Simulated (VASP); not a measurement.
A run of VASP 6.6.1 is set up as follows.

INCAR

```
PREC     = Accurate       # precision mode
ENCUT    = 520            # plane-wave cutoff, eV
EDIFF    = 1E-6           # SCF threshold, eV
ISMEAR   = -1             # smearing method
SIGMA    = 0.05           # smearing width, eV
LREAL    = False          # projectors in reciprocal space
LASPH    = True           # aspherical terms in the spheres
NELM     = 150            # most SCF steps
ALGO     = Fast           # electronic algorithm
ISIF     = 2              # what is computed and relaxed
LWAVE    = False          # write WAVECAR
LCHARG   = False          # write CHGCAR
ISPIN    = 2              # spin polarisation
MAGMOM   = 0 0 4 4        # initial moments
LORBIT   = 11             # projections on sites
LMAXMIX  = 4              # l up to which the mixer works
GGA      = PS             # functional
NBANDS   = 30             # bands
```

The input KPOINTS:

```
regular mesh
0
Gamma
  7 7 5
```

File POSCAR:

```
MnSb
1.0
    4.0652823512      0.0000000000      0.0000000000
   -2.0326411756      3.5206377897      0.0000000000
    0.0000000000      0.0000000000      5.6620077084
Sb Mn
2 2
Direct
    0.6666666667      0.3333333333      0.7500000000
    0.3333333333      0.6666666667      0.2500000000
    0.0000000000      0.0000000000      0.5000000000
    0.0000000000      0.0000000000      0.0000000000
```

Potentials or basis: VASP PAW PBE potentials, release 64 (Sb, Mn_pv).

Command:

```console
$ cat potpaw_PBE.64/Sb/POTCAR potpaw_PBE.64/Mn_pv/POTCAR > POTCAR
$ mpirun -np 1 vasp_std > vasp.out
```

(1) Estimate the site moments.

(2) What does it give for the net moment?

(3) Predict the pressure.

Results:

(1) Sb -0.12; Mn +3.19 μB.

(2) 6.31 μB per cell.

(3) -4.4 GPa.

Caveat: the cell stands under tension; the PAW data sets were made with another functional, which shifts forces and pressure a little; the run started ferromagnetic, and an antiferromagnetic order may lie lower in energy.
